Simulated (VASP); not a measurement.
Set up this calculation in VASP 6.6.1, as the native input.

```
Task                   : single point
Functional             : PBE
Potentials or basis    : VASP PAW PBE potentials, release 64 (In_d, Sb, Te)
Cutoff                 : 520 eV
k mesh                 : 6 × 6 × 2
Occupations            : fermi-dirac, width 0.1 eV
Spin                   : no spin polarisation
Dipole correction      : no
Further INCAR settings : ALGO = Normal; EDIFF = 1e-06; NBANDS = 37
```

The structure of In3SbTe2 lies in POSCAR:

```
In3SbTe2
1.0
    4.4080563782      0.0000000000      0.0000000000
   -2.2040281891      3.8174888049      0.0000000000
    0.0000000000      0.0000000000     10.7996445982
In Sb Te
3 1 2
Direct
    0.0000000000      0.0000000000      0.5000000000
    0.3333333333      0.6666666667      0.1549456239
    0.6666666667      0.3333333333      0.8450543761
    0.0000000000      0.0000000000      0.0000000000
    0.3333333333      0.6666666667      0.6709711419
    0.6666666667      0.3333333333      0.3290288581
```

The input as run:

INCAR

```
ALGO = Normal ; EDIFF = 1E-6
ENCUT = 520 ; GGA = PE
ISIF = 2 ; ISMEAR = -1
LASPH = True ; LCHARG = False
LREAL = False ; LWAVE = False
NBANDS = 37 ; NELM = 100
PREC = Accurate ; SIGMA = 0.1
```

KPOINTS

```
k-points
0
Gamma
  6 6 2
```

Potentials or basis: VASP PAW PBE potentials, release 64 (In_d, Sb, Te).

Run with:

```bash
$ cat potpaw_PBE.64/In_d/POTCAR potpaw_PBE.64/Sb/POTCAR potpaw_PBE.64/Te/POTCAR > POTCAR
$ mpirun -np 1 vasp_std > vasp.out
```

It gave:

The pressure is 0.0 GPa and the largest force is 0.009 eV/Å. The band gap on the k mesh is zero (band 28 reaches 7.11 eV, above the bottom of band 29 at 5.73 eV).

Caveat: spin-orbit coupling is left out, which moves the levels of the heavy elements.

It took 120 s on 1 thread of Intel(R) Xeon(R) Platinum 8259CL CPU @ 2.50GHz (Skylake/Cascade Lake) (shared host), peak memory 0.35 GiB.
